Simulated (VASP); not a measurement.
Wanted: the native input for a VASP 6.6.1 run.

```yaml
Task: single point
Functional: PBE
Potentials_or_basis: VASP PAW PBE potentials, release 64 (Ca_sv, O)
Cutoff: 520 eV
k_mesh: 7 × 7 × 7
Occupations: gaussian, width 0.01 eV
Spin: no spin polarisation
Dipole_correction: no
Further_INCAR_settings: ALGO = Normal; EDIFF = 1e-06; NBANDS = 15
```

The structure of CaO (Lime) lies in POSCAR:

```
CaO
1.0
    0.0000000000      2.4065000000      2.4065000000
    2.4065000000      0.0000000000      2.4065000000
    2.4065000000      2.4065000000      0.0000000000
Ca O
1 1
Direct
    0.0000000000      0.0000000000      0.0000000000
    0.5000000000      0.5000000000      0.5000000000
```

One way to write it, as run:

INCAR

```
ALGO = Normal
EDIFF = 1E-6
ENCUT = 520
GGA = PE
ISIF = 2
ISMEAR = 0
LASPH = T
LCHARG = F
LREAL = F
LWAVE = F
NBANDS = 15
NELM = 60
PREC = Accurate
SIGMA = 0.01
```

KPOINTS

```
k-points
0
Gamma
  7 7 7
```

Potentials or basis: VASP PAW PBE potentials, release 64 (Ca_sv, O).

Run with:

```console
$ cat potpaw_PBE.64/Ca_sv/POTCAR potpaw_PBE.64/O/POTCAR > POTCAR
$ mpirun -np 1 vasp_std > vasp.out
```

It gave:

* Pressure: 1.8 GPa
* Band gap on the k mesh: 3.73 eV, indirect (least direct gap 4.10 eV)

Run time: 24 s on 1 thread of Intel Xeon 8259CL, with other jobs on the host, peak memory 0.16 GiB.
